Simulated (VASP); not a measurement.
# MgSi3N2 (R-3m) in VASP: relaxation of cell and atoms with PBE

Aim: the relaxation of cell and atoms of MgSi3N2 with PBE.

All numbers are computed with VASP 6.6.1; they aren't measurements. Logs are shortened: lines on timing, memory, paths and dates and some standing lists are left out, and cuts for length are marked.

### 1 The cell of the first run

Symmetry: R-3m, No. 166, trigonal system. The conventional cell has a = 4.738 Å, b = 4.738 Å, c = 14.699 Å, α = 90.00°, β = 90.00°, γ = 120.00°. Within 3.8 Å of Mg (site symmetry -3m) lie 6 Si at 2.81 Å and 8 N at 2.96 to 3.76 Å. Si (site symmetry 2/m) has 2 N at 1.89 Å and 4 Si at 2.37 Å within 2.5 Å. Within 2.5 Å of N (site symmetry 3m) lie 3 Si at 1.89 Å.

The cell was generated, and may not be a known phase.

### 2 Relaxation of cell and atoms, PBE

Contents of INCAR:

```
PREC = Accurate
ENCUT = 600
EDIFF = 1E-7
ISMEAR = 0
SIGMA = 0.1
LREAL = False
LASPH = True
NELM = 60
ALGO = Normal
ISIF = 3
LWAVE = False
LCHARG = False
GGA = PE
IBRION = 2
NSW = 100
EDIFFG = -0.01
```

Contents of KPOINTS:

```
regular mesh
0
Gamma
  12 12 12
```

Contents of POSCAR:

```
MgSi3N2
1.0
    2.3687738834      1.3676122392      4.8997899828
   -2.3687738834      1.3676122392      4.8997899828
    0.0000000000     -2.7352244785      4.8997899828
Mg Si N
1 3 2
Direct
    0.0000000000      0.0000000000      0.0000000000
    0.0000000000      0.5000000000      0.0000000000
    0.5000000000      0.0000000000      0.0000000000
    0.0000000000      0.0000000000      0.5000000000
    0.7443992478      0.7443992478      0.7443992478
    0.2556007522      0.2556007522      0.2556007522
```

Potentials or basis: VASP PAW PBE potentials, release 64 (Mg, Si, N).

Launch:

```
$ cat potpaw_PBE.64/Mg/POTCAR potpaw_PBE.64/Si/POTCAR potpaw_PBE.64/N/POTCAR > POTCAR
$ mpirun -np 1 vasp_std > vasp.out
```

OUTCAR:

```text
PREC = Accurate
   ENCUT = 600
   EDIFF = 1E-7
   ISMEAR = 0
   LREAL = False
   LASPH = True
   NELM = 60
   ISIF = 3
   GGA = PE
   IBRION = 2
   NSW = 100
   EDIFFG = -0.01

 ion  position               nearest neighbor table
   1  0.000  0.000  0.000-   2 2.81   3 2.81   2 2.81   3 2.81   4 2.81   4 2.81
   2  0.000  0.500  0.000-   5 1.89   6 1.89   3 2.37   3 2.37   4 2.37   4 2.37   1 2.81   1 2.81

   3  0.500  0.000  0.000-   5 1.89   6 1.89   2 2.37   2 2.37   4 2.37   4 2.37   1 2.81   1 2.81

   4  0.000  0.000  0.500-   5 1.89   6 1.89   2 2.37   3 2.37   2 2.37   3 2.37   1 2.81   1 2.81

   5  0.744  0.744  0.744-   4 1.89   3 1.89   2 1.89
   6  0.256  0.256  0.256-   4 1.89   3 1.89   2 1.89

  LATTYP: Found a trigonal (rhomboedric) cell.
 ALAT       =     5.6115412164
 COS(alpha) =     0.6436203527

  Lattice vectors:

 A1 = (   2.3687738834,   1.3676122392,   4.8997899828)
 A2 = (  -2.3687738834,   1.3676122392,   4.8997899828)
 A3 = (   0.0000000000,  -2.7352244785,   4.8997899828)

Analysis of symmetry for initial positions (statically):
=====================================================================
 Subroutine PRICEL returns:
 Original cell was already a primitive cell.

 Routine SETGRP: Setting up the symmetry group for a
 trigonal (rhombohedral) supercell.

 Subroutine GETGRP returns: Found 12 space group operations
 (whereof 12 operations were pure point group operations)
 out of a pool of 12 trial point group operations.

The static configuration has the point symmetry D_3d.

Analysis of symmetry for dynamics (positions and initial velocities):
=====================================================================
 Subroutine PRICEL returns:
 Original cell was already a primitive cell.

 Routine SETGRP: Setting up the symmetry group for a
 trigonal (rhombohedral) supercell.

 Subroutine GETGRP returns: Found 12 space group operations
 (whereof 12 operations were pure point group operations)
 out of a pool of 12 trial point group operations.

The dynamic configuration has the point symmetry D_3d.

 Subroutine INISYM returns: Found 12 space group operations
 (whereof 12 operations are pure point group operations),
 and found     1 'primitive' translations

----------------------------------------------------------------------------------------

                                     Primitive cell

  volume of cell :      95.2391

  direct lattice vectors                    reciprocal lattice vectors
     2.368773883  1.367612239  4.899789983     0.211079666  0.121866902  0.068030127
    -2.368773883  1.367612239  4.899789983    -0.211079666  0.121866902  0.068030127
     0.000000000 -2.735224479  4.899789983     0.000000000 -0.243733804  0.068030127

  length of vectors
     5.611541216  5.611541216  5.611541216     0.253049927  0.253049927  0.253049927

  position of ions in fractional coordinates (direct lattice)
     0.000000000  0.000000000  0.000000000
     1.000000000  0.500000000  0.000000000
     0.500000000  1.000000000  0.000000000
     0.000000000  0.000000000  0.500000000
     0.744399248  0.744399248  0.744399248
     0.255600752  0.255600752  0.255600752

  ion indices of the primitive-cell ions
   primitive index   ion index
                 1           1
                 2           2
                 3           3
                 4           4
                 5           5
                 6           6

----------------------------------------------------------------------------------------

 KPOINTS: regular mesh

Automatic generation of k-mesh.
 Grid dimensions read from file:
 generate k-points for:   12   12   12

 Generating k-lattice:

  Cartesian coordinates                     Fractional coordinates (reciprocal lattice)
     0.017589972  0.010155575  0.005669177     0.083333333  0.000000000 -0.000000000
    -0.017589972  0.010155575  0.005669177     0.000000000  0.083333333 -0.000000000
     0.000000000 -0.020311150  0.005669177    -0.000000000 -0.000000000  0.083333333

  Length of vectors
     0.021087494  0.021087494  0.021087494

  Shift w.r.t. Gamma in fractional coordinates (k-lattice)
     0.000000000  0.000000000  0.000000000

 Subroutine IBZKPT returns following result:
 ===========================================

 Found    189 irreducible k-points:

 Following reciprocal coordinates:
            Coordinates               Weight
  0.000000  0.000000  0.000000      1.000000
  0.083333 -0.000000  0.000000      6.000000
  0.166667  0.000000  0.000000      6.000000
  0.250000  0.000000  0.000000      6.000000
  0.333333 -0.000000  0.000000      6.000000
  0.416667  0.000000  0.000000      6.000000
[... 16 lines left out ...]
  0.500000  0.166667  0.000000     12.000000
 -0.416667  0.166667  0.000000     12.000000
 [... further k-points ...]
   k-points           NKPTS =    189   k-points in BZ     NKDIM =    189   number of bands    NBANDS=     16
   number of dos      NEDOS =    301   number of ions     NIONS =      6
   total plane-waves  NPLWV = 110592
   dimension x,y,z NGX =    48 NGY =   48 NGZ =   48
   dimension x,y,z NGXF=    96 NGYF=   96 NGZF=   96
   ions per type =               1   3   2
   NGX,Y,Z   is equivalent  to a cutoff of  14.22, 14.22, 14.22 a.u.
   NGXF,Y,Z  is equivalent  to a cutoff of  28.44, 28.44, 28.44 a.u.
 SYSTEM =  unknown system
   PREC   = accura    normal or accurate (medium, high low for compatibility)
   ISTART =      0    job   : 0-new  1-cont  2-samecut
   ICHARG =      2    charge: 1-file 2-atom 10-const
   ISPIN  =      1    spin polarized calculation?
   LNONCOLLINEAR =      F non collinear calculations
   LSORBIT =      F    spin-orbit coupling
   LASPH  =      T    aspherical Exc in radial PAW
   ENCUT  =  600.0 eV  44.10 Ry    6.64 a.u.  11.21 11.21 11.21*2*pi/ulx,y,z
   NELM   =     60;   NELMIN=  2; NELMDL= -5     # of ELM steps
   EDIFF  = 0.1E-06   stopping-criterion for ELM
   LREAL  =      F    real-space projection
   EDIFFG = -.1E-01   stopping-criterion for IOM
   NSW    =    100    number of steps for IOM
   IBRION =      2    ionic relax: 0-MD 1-quasi-New 2-CG
   NFREE  =      1    steps in history (QN), initial steepest desc. (CG)
   ISIF   =      3    stress and relaxation
   ISYM   =      2    0-nonsym 1-usesym 2-fastsym
   POTIM  = 0.5000    time-step for ionic-motion
   TEBEG  =    0.0;   TEEND  =   0.0 temperature during run
   PSTRESS=    0.0 pullay stress
   NELECT =      24.0000    total number of electrons
   NUPDOWN=      -1.0000    fix difference up-down
   EMIN   =  10.00;   EMAX   =-10.00  energy-range for DOS
   EFERMI =   0.00;   METHOD = LEGACY
   ISMEAR =     0;   SIGMA  =   0.10  broadening in eV -4-tet -1-fermi 0-gaus
   EFERMI_NEDOS =   21; number of points for ismear=-14 and -15
   IALGO  =     38    algorithm
   IMIX   =      4    mixing-type and parameters
     AMIX     =   0.40;   BMIX     =  1.00
     AMIX_MAG =   1.60;   BMIX_MAG =  1.00
  volume/ion in A,a.u.               =      15.87       107.12
  Fermi-wavevector in a.u.,A,eV,Ry     =   1.034047  1.954065 14.548064  1.069253
  Thomas-Fermi vector in A             =   2.168323
   LORBIT       =      0    0 simple, 1 ext, 2 COOP (PROOUT), +10 PAW based schemes
   GGA     = PE    functional components
   LHFCALC =     F    Hartree Fock is set to
   AEXX    =    0.0000 exact exchange contribution
   IVDW    =     0    specifies the selected vdW correction
   LEPSILON=     F    determine dielectric tensor
   LRPA    =     F    only Hartree local field effects (RPA)
 conjugate gradient relaxation of ions
 non-spin polarized calculation
 Gauss-broadening in eV      SIGMA  =   0.10
  energy-cutoff  :      600.00
  volume of cell :       95.24
 maximum number of plane-waves:      3205
 NGX is ok and might be reduce to    48
   NGX = 23   NGY = 23   NGZ = 23

--------------------------------------- Ionic step        1  -------------------------------------------

 number of electron      24.0000000 magnetization

 Free energy of the ion-electron system (eV)
  ---------------------------------------------------
  ext. energy  EPLUGINS =         0.00000000
  ---------------------------------------------------
  free energy    TOTEN  =       -30.95305556 eV

  energy without entropy =      -30.94451672  energy(sigma->0) =      -30.94878614

------------------------ aborting loop because EDIFF is reached ----------------------------------------

  FORCE on cell =-STRESS in cart. coord.  units (eV):
  Direction    XX          YY          ZZ          XY          YZ          ZX
  --------------------------------------------------------------------------------------
  -------------------------------------------------------------------------------------
  Total       -0.0901707     -0.0901707     -0.1269456      0.0000000      0.0000000      0.0000000
  in kB       -1.5169135     -1.5169135     -2.1355653      0.0000000      0.0000000      0.0000000
  external PRESSURE =      -1.7231308 kB  Pullay stress =       0.0000000 kB
[... 145 lines left out ...]
  energy  without entropy=      -30.9448829628  energy(sigma->0) =      -30.94915505

--------------------------------------- Ionic step        5  -------------------------------------------

 number of electron      24.0000000 magnetization

 Free energy of the ion-electron system (eV)
  ---------------------------------------------------
  ext. energy  EPLUGINS =         0.00000000
  ---------------------------------------------------
  free energy    TOTEN  =       -30.95347594 eV

  energy without entropy =      -30.94490471  energy(sigma->0) =      -30.94919032

 E-fermi :   5.0899     XC(G=0):  -9.4101

 val. band max:        5.0706208118   @ k =  -0.4167  -0.4167   0.2500
 cond. band min:       5.1052652168   @ k =  -0.4167   0.4167   0.0000
 fundamental gap:      0.0346444050
 Fermi energy:         5.0898785281

 k-point     1 :       0.0000    0.0000    0.0000
  band No.  band energies     occupation
      1     -12.2101      2.00000
      2     -10.7212      2.00000
      3      -3.1919      2.00000
      4      -1.6497      2.00000
      5      -1.6161      2.00000
      6      -1.6161      2.00000
[... 8 lines left out ...]
     15       6.8749      0.00000
     16       9.6123      0.00000
[... 420 lines left out ...]
  band No.  band energies     occupation
      1     -11.5711      2.00000
      2     -11.2578      2.00000
      3      -3.6362      2.00000
      4      -3.5384      2.00000
      5      -2.7764      2.00000
      6      -0.3996      2.00000
[... 8 lines left out ...]
     15       8.2801      0.00000
     16       8.6860      0.00000

 [... further k-points ...]

------------------------ aborting loop because EDIFF is reached ----------------------------------------

  FORCE on cell =-STRESS in cart. coord.  units (eV):
  Direction    XX          YY          ZZ          XY          YZ          ZX
  --------------------------------------------------------------------------------------
  -------------------------------------------------------------------------------------
  Total        0.0001582      0.0001582     -0.0259721      0.0000000      0.0000000      0.0000000
  in kB        0.0026734      0.0026734     -0.4389304      0.0000000      0.0000000      0.0000000
  external PRESSURE =      -0.1445278 kB  Pullay stress =       0.0000000 kB
[... 21 lines left out ...]
  FREE ENERGIE OF THE ION-ELECTRON SYSTEM (eV)
  ---------------------------------------------------
  free  energy   TOTEN  =       -30.9534759366 eV

  energy  without entropy=      -30.9449047127  energy(sigma->0) =      -30.94919032

 reached required accuracy - stopping structural energy minimisation
```

Run time: 14 min. Hardware: 1 thread of Intel Xeon 6975P-C (Granite Rapids), shared host; peak memory 0.61 GiB.

What came out:

```
Free energy                           : -30.9535 eV
Relaxed volume                        : 15.80 Å³/atom
Relaxed cell                          : a = 5.601 Å, b = 5.601 Å, c = 5.601 Å, α = 49.98°, β = 49.98°, γ = 49.98°
Space group after relaxing (to 0.1 Å) : R-3m (No. 166)
Energy gained by relaxing             : 0.1 meV/atom
Ionic steps                           : 5
Pressure after relaxing               : 0.0 GPa
Largest force after relaxing          : 0.004 eV/Å
Band gap on the k mesh                : zero (bands 12 and 13 overlap by 0.86 eV)
```

Forces in eV/Å, atoms in the order of the input:
```
Mg   0.000  0.000  0.000
Si   0.000  0.000  0.000
Si   0.000  0.000  0.000
Si   0.000  0.000  0.000
N    0.000  0.000  0.004
N    0.000  0.000 -0.004
```

The path:
```tsv
step	energy change (eV)	largest force (eV/Å)	pressure (GPa)	volume (Å³)
1	0.0000	0.0252	-0.17	95.24
2	-0.0002	0.0413	0.01	95.00
3	-0.0002	0.0466	0.07	94.93
4	-0.0004	0.0223	0.03	94.87
5	-0.0004	0.0035	-0.01	94.80
```

Final structure:
```
Mg Si N
1.0
     2.36595    1.36598    4.88902
    -2.36595    1.36598    4.88902
     0.00000   -2.73196    4.88902
Mg Si N
1 3 2
Direct
  0.00000 0.00000 0.00000
  0.00000 0.50000 0.00000
  0.50000 0.00000 0.00000
  0.00000 0.00000 0.50000
  0.74396 0.74396 0.74396
  0.25604 0.25604 0.25604
```

The gap in the log of VASP goes by the Fermi energy; the results here count the filled bands.